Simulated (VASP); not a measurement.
The system is Si3Sn.

```
CELL_PARAMETERS angstrom
4.03764 0.00000 0.00000
0.00000 4.03764 0.00000
0.00000 0.00000 5.74862
ATOMIC_POSITIONS crystal
Si 0.50000 0.00000 0.77460
Si 0.50000 0.50000 0.00000
Si 0.00000 0.50000 0.22540
Sn 0.00000 0.00000 0.50000
```

Base run:

```yaml
Program: VASP 6.6.1
Functional: r2SCAN
Potentials_or_basis: VASP PAW PBE potentials, release 64 (Si, Sn_d)
Cutoff: 520 eV
k_mesh: 6 × 6 × 4
Occupations: gaussian, width 0.01 eV
Spin: no spin polarisation
```

Its results: band gap on the k mesh 0.41 eV (least direct gap 0.69 eV); pressure -0.2 GPa; largest force 0.005 eV/Å.

**Question.** The run is repeated on the same cell with these changes: functional from r2SCAN to PBE. What comes out?

**Answer.** Band gap on the k mesh 0.23 eV (least direct gap 0.50 eV); pressure 1.4 GPa; largest force 0.082 eV/Å.

Caveats: spin-orbit coupling is left out, which moves the levels of the heavy elements; the PAW data sets were made with another functional, which shifts forces and pressure a little (at least some runs).

A k mesh can miss the band edges.
